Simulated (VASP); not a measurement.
MgS: single point with PBE

Crystal: MgS.

```
Mg S
1.0
     0.00000    2.60165    2.65368
     2.60165    0.00000    2.65368
     2.60165    2.60165    0.00000
Mg S
1 1
Direct
  0.00000 0.00000 0.00000
  0.50000 0.50000 0.50000
```

This cell differs from its parent crystal: zz strain of +2 %.

- Program: VASP 6.6.1
- Task: single point
- Functional: PBE
- Potentials or basis: VASP PAW PBE potentials, release 64 (Mg, S)
- Cutoff: 520 eV
- k mesh: 8 × 8 × 8
- Occupations: fermi-dirac, width 0.01 eV
- Spin: no spin polarisation

The pressure is -0.6 GPa. The band gap on the k mesh is 2.65 eV, indirect (least direct gap 3.50 eV).

Stress tensor (GPa, compression positive):
```
 0.03  0.00  0.00
 0.00  0.03  0.00
 0.00  0.00 -1.77
```

Levels at points of the mesh, in eV from the valence-band top:
```
           k point  band 1  band 2  band 3  band 4  band 5  band 6  band 7  band 8
(0.00, 0.00, 0.00)  -12.61   -0.08   -0.08    0.00    3.50    7.78    7.98    7.98
(0.50, 0.00, 0.00)  -11.36   -4.78   -0.65   -0.59    4.46    6.74    6.93    9.84
(0.50, 0.50, 0.00)  -11.05   -4.16   -1.64   -1.64    2.75    4.45   11.61   12.68
(0.50, 0.00, 0.50)  -10.98   -4.14   -1.80   -1.64    2.65    4.38   11.82   12.72
```

Run time: 9.2 s on 1 thread of Intel(R) Xeon(R) 6975P-C (Granite Rapids), with other jobs on the host, peak memory 0.16 GiB.

Caveat: the cell differs from its parent crystal (zz strain of +2 %). A k mesh can miss the band edges.
